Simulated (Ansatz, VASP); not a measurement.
# One calculation of HfB2, two programs

The input INCAR:

```
ALGO = Normal
EDIFF = 1E-8
ENCUT = 520
GGA = PS
ISIF = 2
ISMEAR = -1
LASPH = True
LCHARG = False
LEFG = True
LREAL = False
LWAVE = False
NBANDS = 15
NELM = 60
PREC = Accurate
SIGMA = 0.03
```

The input KPOINTS:

```
k-points
0
Gamma
  15 15 12
```

The input POSCAR:

```
HfB2
1.0
    3.2028001025      0.0000000000      0.0000000000
   -1.6014000513      2.7737062520      0.0000000000
    0.0000000000      0.0000000000      3.4800000000
Hf B
1 2
Direct
    0.0000000000      0.0000000000      0.0000000000
    0.3333333333      0.6666666667      0.5000000000
    0.6666666667      0.3333333333      0.5000000000
```

Input for Ansatz:

```yaml
crystal:
  lattice:
    - [3.2028001025, 0.0, 0.0]
    - [-1.6014000513, 2.773706252, 0.0]
    - [0.0, 0.0, 3.48]
  atoms:
    - { symbol: Hf, position: [0.0, 0.0, 0.0] }
    - { symbol: B, position: [0.3333333333, 0.6666666667, 0.5] }
    - { symbol: B, position: [0.6666666667, 0.3333333333, 0.5] }
kpoints:
  mp_grid: { grid: [15, 15, 12] }
scf:
  occupations: { method: fermi_dirac, width: 0.03 }
hamiltonian:
  xc: pbesol
  pseudopotentials: { kind: all_electron, datasets: crystal }
output:
  forces: true
  stress: true
  eigenvalues: true
  efg: { contact_densities: true }
```

Change from the starting cell: equal xx and yy strain of +2 %, crystal datasets.

Alike in both runs: task electric field gradients; functional PBEsol; k mesh 15 × 15 × 12; occupations fermi-dirac, width 0.03 eV; no spin polarisation.

```csv
,VASP,Ansatz
version,VASP 6.6.1,Ansatz 0.2.0
potentials or method,"VASP PAW PBE potentials, release 64 (Hf_pv, B), cutoff 520 eV","all-electron PAW with datasets made for the crystal, scalar-relativistic"
```

Ansatz gave:

- pressure (GPa): -13.7
- traceless stress, the component that is largest in VASP (GPa): 4.27
- size of Vzz on the site where it differs most (V/Å²): 102.7

Task: Which values does VASP return?

Result: Pressure (GPa): -13.9; traceless stress, the component that is largest in VASP (GPa): 4.35; size of Vzz on the site where it differs most (V/Å²): 72.5.

VASP's potentials were made for PBE, not for PBEsol. Ansatz ran all-electron here, and VASP with PAW potentials.

Neither program's run includes spin-orbit coupling.
